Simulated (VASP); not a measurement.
Wanted: the native input for a VASP 6.6.1 run.

- Task: single point
- Functional: PBEsol
- Potentials or basis: VASP PAW PBE potentials, release 64 (Mo_sv)
- Cutoff: 520 eV
- k mesh: 4 × 4 × 4
- Occupations: gaussian, width 0.1 eV
- Spin: no spin polarisation
- Dipole correction: no
- Further INCAR settings: ALGO = Normal; EDIFF = 1e-06; NBANDS = 66

The structure of Mo lies in POSCAR:

```
Mo
1.0
    4.9941349306      0.0000000000      0.0000000000
    0.0000000000      4.9941349306      0.0000000000
    0.0000000000      0.0000000000      4.9941349306
Mo
8
Direct
    0.5000000000      0.5000000000      0.5000000000
    0.0000000000      0.0000000000      0.0000000000
    0.2500000000      0.0000000000      0.5000000000
    0.5000000000      0.2500000000      0.0000000000
    0.5000000000      0.7500000000      0.0000000000
    0.7500000000      0.0000000000      0.5000000000
    0.0000000000      0.5000000000      0.7500000000
    0.0000000000      0.5000000000      0.2500000000
```

One way to write it, as run:

INCAR

```
SYSTEM = Mo
PREC = Accurate
ENCUT = 520
EDIFF = 1E-6
ISMEAR = 0
SIGMA = 0.1
LREAL = .False.
LASPH = .True.
NELM = 80
ALGO = Normal
ISIF = 2
LWAVE = .False.
LCHARG = .False.
GGA = PS
NBANDS = 66
```

KPOINTS

```
regular mesh
0
Gamma
  4 4 4
  0 0 0
```

Potentials or basis: VASP PAW PBE potentials, release 64 (Mo_sv).

Command:

```bash
$ cat potpaw_PBE.64/Mo_sv/POTCAR > POTCAR
$ mpirun -np 1 vasp_std > vasp.out
```

Results of the run:

The pressure is 0.6 GPa. The band gap on the k mesh is zero (bands 56 and 57 overlap by 0.81 eV).

Caveat: the PAW data sets were made with another functional, which shifts forces and pressure a little.

Run time: 2.2 min on 1 thread of Intel Xeon 8259CL, on a shared host, peak memory 0.26 GiB.
